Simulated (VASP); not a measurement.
# Mg3CdSe4 in VASP: notebook, part 2 of 4

VASP 6.6.1. Earlier steps stand in the parts before.

### 4 Single point, PBE

File INCAR:

```
SYSTEM = Mg3CdSe4
ALGO     = Normal         ! electronic algorithm
EDIFF    = 1E-6           ! SCF threshold, eV
ENCUT    = 520            ! plane-wave cutoff, eV
GGA      = PE             ! functional
ISIF     = 2              ! what is computed and relaxed
ISMEAR   = 0              ! smearing method
LASPH    = .TRUE.         ! aspherical terms in the spheres
LCHARG   = .FALSE.        ! write CHGCAR
LREAL    = .FALSE.        ! projectors in reciprocal space
LWAVE    = .FALSE.        ! write WAVECAR
NBANDS   = 31             ! bands
NELM     = 80             ! most SCF steps
PREC     = Accurate       ! precision mode
SIGMA    = 0.1            ! smearing width, eV
```

File KPOINTS:

```
k-points
0
G
  2 2 2
  0 0 0
```

File POSCAR:

```
Mg3CdSe4
1.0
    6.0392284340      0.0018310957      0.0055570135
    0.0018266334      6.0459656762      0.0018494728
    0.0056854683      0.0018894820      6.0496963443
Mg Cd Se
3 1 4
Direct
    0.9997886251     -0.0003189854      0.5001195364
    1.0000940611      0.5001238670      0.0002916663
    0.5005834170      0.0000701144     -0.0004768867
    0.4992680462      0.4995596509      0.4997457373
    0.7556506812      0.7558525192      0.2445117984
    0.7560346881      0.2448158448      0.7558307548
    0.2443782524      0.7561222880      0.7560342640
    0.2442022288      0.2437747010      0.2439431296
```

Potentials or basis: VASP PAW PBE potentials, release 64 (Mg, Cd, Se).

Run with:

```bash
cat potpaw_PBE.64/Mg/POTCAR potpaw_PBE.64/Cd/POTCAR potpaw_PBE.64/Se/POTCAR > POTCAR
mpirun -np 1 vasp_std > vasp.out
```

OUTCAR:

```text
SYSTEM = Mg3CdSe4
   EDIFF = 1E-6
   ENCUT = 520
   GGA = PE
   ISIF = 2
   ISMEAR = 0
   LASPH = .TRUE.
   LREAL = .FALSE.
   NELM = 80
   PREC = Accurate

 ion  position               nearest neighbor table
   1  1.000  1.000  0.500-   6 2.60   8 2.60   7 2.60   5 2.60
   2  0.000  0.500  0.000-   5 2.60   7 2.60   8 2.60   6 2.60
   3  0.501  0.000  1.000-   6 2.60   8 2.60   5 2.60   7 2.60
   4  0.499  0.500  0.500-   7 2.68   5 2.68   8 2.68   6 2.68
   5  0.756  0.756  0.245-   2 2.60   1 2.60   3 2.60   4 2.68
   6  0.756  0.245  0.756-   3 2.60   1 2.60   2 2.60   4 2.68
   7  0.244  0.756  0.756-   2 2.60   1 2.60   3 2.60   4 2.68
   8  0.244  0.244  0.244-   3 2.60   1 2.60   2 2.60   4 2.68

  LATTYP: Found a triclinic cell.
 ALAT       =     6.0392312682
 B/A-ratio  =     1.4154307511
 C/A-ratio  =     1.7340630752
 COS(alpha) =     0.0001026261
 COS(beta)  =     0.5774051689
 COS(gamma) =     0.7069270470

  Lattice vectors:

 A1 = (   6.0392284340,   0.0018310957,   0.0055570135)
 A2 = (   6.0410550674,   6.0477967719,   0.0074064863)
 A3 = (   6.0430872689,  -6.0422450985,   6.0534038850)

Analysis of symmetry for initial positions (statically):
=====================================================================
 Subroutine PRICEL returns:
 Original cell was already a primitive cell.

 Routine SETGRP: Setting up the symmetry group for a
 triclinic supercell.

 Subroutine GETGRP returns: Found  1 space group operations
 (whereof  1 operations were pure point group operations)
 out of a pool of  2 trial point group operations.

The static configuration has the point symmetry C_1 .

Analysis of symmetry for dynamics (positions and initial velocities):
=====================================================================
 Subroutine PRICEL returns:
 Original cell was already a primitive cell.

 Routine SETGRP: Setting up the symmetry group for a
 triclinic supercell.

 Subroutine GETGRP returns: Found  1 space group operations
 (whereof  1 operations were pure point group operations)
 out of a pool of  2 trial point group operations.

The dynamic configuration has the point symmetry C_1 .

 Subroutine INISYM returns: Found  1 space group operations
 (whereof  1 operations are pure point group operations),
 and found     1 'primitive' translations

----------------------------------------------------------------------------------------

                                     Primitive cell

  volume of cell :     220.8921

  direct lattice vectors                    reciprocal lattice vectors
     6.039228434  0.001831096  0.005557014     0.165584224 -0.000049979 -0.000155599
     0.001826633  6.045965676  0.001849473    -0.000050102  0.165399581 -0.000051612
     0.005685468  0.001889482  6.049696344    -0.000152084 -0.000050519  0.165297711

  length of vectors
     6.039231268  6.045966235  6.049699311     0.165584305  0.165399596  0.165297789

  position of ions in fractional coordinates (direct lattice)
[... 43 lines left out ...]

 Found      8 irreducible k-points:

 Following reciprocal coordinates:
            Coordinates               Weight
  0.000000  0.000000  0.000000      1.000000
  0.500000 -0.000000  0.000000      1.000000
  0.000000  0.500000  0.000000      1.000000
  0.500000  0.500000  0.000000      1.000000
  0.000000  0.000000  0.500000      1.000000
  0.500000 -0.000000  0.500000      1.000000
  0.000000  0.500000  0.500000      1.000000
  0.500000  0.500000  0.500000      1.000000
   k-points           NKPTS =      8   k-points in BZ     NKDIM =      8   number of bands    NBANDS=     31
   number of dos      NEDOS =    301   number of ions     NIONS =      8
   total plane-waves  NPLWV = 110592
   dimension x,y,z NGX =    48 NGY =   48 NGZ =   48
   dimension x,y,z NGXF=    96 NGYF=   96 NGZF=   96
   ions per type =               3   1   4
   NGX,Y,Z   is equivalent  to a cutoff of  13.21, 13.20, 13.19 a.u.
   NGXF,Y,Z  is equivalent  to a cutoff of  26.43, 26.40, 26.38 a.u.
 SYSTEM =  Mg3CdSe4
   PREC   = accura    normal or accurate (medium, high low for compatibility)
   ISTART =      0    job   : 0-new  1-cont  2-samecut
   ICHARG =      2    charge: 1-file 2-atom 10-const
   ISPIN  =      1    spin polarized calculation?
   LNONCOLLINEAR =      F non collinear calculations
   LSORBIT =      F    spin-orbit coupling
   LASPH  =      T    aspherical Exc in radial PAW
   ENCUT  =  520.0 eV  38.22 Ry    6.18 a.u.  11.23 11.24 11.25*2*pi/ulx,y,z
   NELM   =     80;   NELMIN=  2; NELMDL= -5     # of ELM steps
   EDIFF  = 0.1E-05   stopping-criterion for ELM
   LREAL  =      F    real-space projection
   EDIFFG = 0.1E-04   stopping-criterion for IOM
   NSW    =      0    number of steps for IOM
   IBRION =     -1    ionic relax: 0-MD 1-quasi-New 2-CG
   NFREE  =      0    steps in history (QN), initial steepest desc. (CG)
   ISIF   =      2    stress and relaxation
   ISYM   =      2    0-nonsym 1-usesym 2-fastsym
   POTIM  = 0.5000    time-step for ionic-motion
   TEBEG  =    0.0;   TEEND  =   0.0 temperature during run
   PSTRESS=    0.0 pullay stress
   NELECT =      42.0000    total number of electrons
   NUPDOWN=      -1.0000    fix difference up-down
   EMIN   =  10.00;   EMAX   =-10.00  energy-range for DOS
   EFERMI =   0.00;   METHOD = LEGACY
   ISMEAR =     0;   SIGMA  =   0.10  broadening in eV -4-tet -1-fermi 0-gaus
   EFERMI_NEDOS =   21; number of points for ismear=-14 and -15
   IALGO  =     38    algorithm
   IMIX   =      4    mixing-type and parameters
     AMIX     =   0.40;   BMIX     =  1.00
     AMIX_MAG =   1.60;   BMIX_MAG =  1.00
  volume/ion in A,a.u.               =      27.61       186.33
  Fermi-wavevector in a.u.,A,eV,Ry     =   0.941379  1.778948 12.057407  0.886194
  Thomas-Fermi vector in A             =   2.068884
   LORBIT       =      0    0 simple, 1 ext, 2 COOP (PROOUT), +10 PAW based schemes
   GGA     = PE    functional components
   LHFCALC =     F    Hartree Fock is set to
   AEXX    =    0.0000 exact exchange contribution
   IVDW    =     0    specifies the selected vdW correction
   LEPSILON=     F    determine dielectric tensor
   LRPA    =     F    only Hartree local field effects (RPA)
 non-spin polarized calculation
 Gauss-broadening in eV      SIGMA  =   0.10
  energy-cutoff  :      520.00
  volume of cell :      220.89
 maximum number of plane-waves:      6027
 NGX is ok and might be reduce to    48
   NGX = 23   NGY = 23   NGZ = 23

 number of electron      42.0000003 magnetization

 Free energy of the ion-electron system (eV)
  ---------------------------------------------------
  ext. energy  EPLUGINS =         0.00000000
  ---------------------------------------------------
  free energy    TOTEN  =       -27.92952296 eV

  energy without entropy =      -27.92952296  energy(sigma->0) =      -27.92952296

 E-fermi :   1.0508     XC(G=0):  -8.2350

 val. band max:        0.5522902959   @ k =   0.0000   0.0000   0.0000
 cond. band min:       2.4658632414   @ k =   0.0000   0.0000   0.0000
 fundamental gap:      1.9135729455
 Fermi energy:         1.0508455910

 k-point     1 :       0.0000    0.0000    0.0000
  band No.  band energies     occupation
      1     -11.1748      2.00000
      2     -10.5512      2.00000
      3     -10.5505      2.00000
      4     -10.5494      2.00000
      5      -6.5265      2.00000
      6      -6.5261      2.00000
[... 261 lines left out ...]
     30       7.2153      0.00000
     31       7.2194      0.00000

------------------------ aborting loop because EDIFF is reached ----------------------------------------

  FORCE on cell =-STRESS in cart. coord.  units (eV):
  Direction    XX          YY          ZZ          XY          YZ          ZX
  --------------------------------------------------------------------------------------
  -------------------------------------------------------------------------------------
  Total        0.1388509      0.1070914      0.0900834     -0.0142613     -0.0194075     -0.0692831
  in kB        1.0071147      0.7767563      0.6533938     -0.1034405     -0.1407666     -0.5025253
  external PRESSURE =       0.8124216 kB  Pullay stress =       0.0000000 kB

 VOLUME and BASIS-vectors are now :
 -----------------------------------------------------------------------------
  energy-cutoff  :      520.00
  volume of cell :      220.89
      direct lattice vectors                 reciprocal lattice vectors
     6.039228434  0.001831096  0.005557014     0.165584224 -0.000049979 -0.000155599
     0.001826633  6.045965676  0.001849473    -0.000050102  0.165399581 -0.000051612
     0.005685468  0.001889482  6.049696344    -0.000152084 -0.000050519  0.165297711

 POSITION                                       TOTAL-FORCE (eV/Angst)
 -----------------------------------------------------------------------------------
      6.04262      6.04681      3.03298         0.001346      0.001810     -0.000576
      0.00148      3.02373      0.00269        -0.000171     -0.002291     -0.001980
      3.02882      0.00323      6.04959        -0.004066     -0.005863      0.006270
      3.01895      3.02218      3.02701         0.002420     -0.001401      0.000958
      4.56632      4.57170      1.48482         0.014055      0.014482     -0.014640
      4.57061      1.48296      4.57720         0.015470     -0.011386      0.007205
      1.48154      4.57337      4.57653        -0.014823      0.010769      0.010410
      1.47663      1.47476      1.47759        -0.014231     -0.006120     -0.007647
 -----------------------------------------------------------------------------------
    total drift:                               -0.000055     -0.000156      0.000002

  FREE ENERGIE OF THE ION-ELECTRON SYSTEM (eV)
  ---------------------------------------------------
  free  energy   TOTEN  =       -27.9295229594 eV

  energy  without entropy=      -27.9295229594  energy(sigma->0) =      -27.92952296
```

Run time: 2 min. Hardware: 1 thread of Intel Xeon 8259CL, shared host; peak memory 0.34 GiB.

What came out:

```yaml
Free_energy: -27.9295 eV
Pressure: 0.1 GPa
Largest_force: 0.025 eV/Å
Band_gap_on_the_k_mesh: 1.91 eV
```

Forces in eV/Å, atoms in the order of the input:
```
Mg   0.001  0.002 -0.001
Mg   0.000 -0.002 -0.002
Mg  -0.004 -0.006  0.006
Cd   0.002 -0.001  0.001
Se   0.014  0.014 -0.015
Se   0.015 -0.011  0.007
Se  -0.015  0.011  0.010
Se  -0.014 -0.006 -0.008
```

Levels at points of the mesh, in eV from the valence-band top:
```csv
k point,band 18,band 19,band 20,band 21,band 22,band 23,band 24,band 25
"(0.00, 0.00, 0.00)",-1.22,-0.01,-0.01,0.00,1.91,3.42,3.42,3.42
"(0.50, 0.00, 0.00)",-0.81,-0.81,-0.58,-0.57,4.02,4.23,4.86,5.19
"(0.00, 0.50, 0.00)",-0.81,-0.80,-0.58,-0.56,4.02,4.22,4.86,5.19
"(0.50, 0.50, 0.00)",-0.66,-0.46,-0.37,-0.37,4.22,5.17,5.18,5.26
"(0.00, 0.00, 0.50)",-0.81,-0.80,-0.57,-0.57,4.02,4.22,4.87,5.18
"(0.50, 0.00, 0.50)",-0.66,-0.46,-0.37,-0.36,4.22,5.16,5.18,5.25
"(0.00, 0.50, 0.50)",-0.66,-0.46,-0.38,-0.37,4.22,5.16,5.17,5.25
"(0.50, 0.50, 0.50)",-0.51,-0.27,-0.26,-0.26,2.82,3.92,3.93,3.93
```

Caveat: the k points lie up to 0.52 Å⁻¹ apart.

(Part 2 of 4 ends here.)
